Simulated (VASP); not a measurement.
A run of VASP 6.6.1:

INCAR

```
PREC     = Accurate       # precision mode
ENCUT    = 520            # plane-wave cutoff, eV
EDIFF    = 1E-6           # SCF threshold, eV
ISMEAR   = 0              # smearing method
SIGMA    = 0.05           # smearing width, eV
LREAL    = False          # projectors in reciprocal space
LASPH    = True           # aspherical terms in the spheres
NELM     = 100            # most SCF steps
ALGO     = Normal         # electronic algorithm
ISIF     = 2              # what is computed and relaxed
LWAVE    = False          # write WAVECAR
LCHARG   = False          # write CHGCAR
GGA      = PE             # functional
NBANDS   = 51             # bands
```

File KPOINTS:

```
Automatic mesh
0
Gamma
  6 6 6
```

File POSCAR:

```
SrTiO3
1.0
   -3.9364035682      0.0000000000     -3.9364035682
    0.0000000000     -3.9364035682     -3.9364035682
   -3.9364035682     -3.9364035682      0.0000000000
Sr Ti O
2 2 6
Direct
    0.0017581217      0.0017581217     -0.0017581217
    0.5017581217      0.5017581217      0.4982418783
    0.2581726751      0.2581726751      0.2418273249
    0.7581726751      0.7581726751      0.7418273249
   -0.0108478664      0.4891521336      0.0108478664
    0.4891521336     -0.0108478664      0.5108478664
   -0.0108478664      0.4891521336      0.5108478664
    0.4891521336     -0.0108478664      0.0108478664
   -0.0123844009     -0.0123844009      0.5123844009
    0.4876155991      0.4876155991      0.0123844009
```

Potentials or basis: VASP PAW PBE potentials, release 64 (Sr_sv, Ti_sv, O).

The run is started by

```bash
$ cat potpaw_PBE.64/Sr_sv/POTCAR potpaw_PBE.64/Ti_sv/POTCAR potpaw_PBE.64/O/POTCAR > POTCAR
$ mpirun -np 1 vasp_std > vasp.out
```

Hardware: 1 thread of Intel(R) Xeon(R) Platinum 8488C (Sapphire Rapids) (shared host).

Task: Estimate the wall time of this run.

Result: Run time: 3.4 min on 1 thread of Intel(R) Xeon(R) Platinum 8488C (Sapphire Rapids), on a shared host, peak memory 0.35 GiB. Counts: scf iterations 17, k points 30.
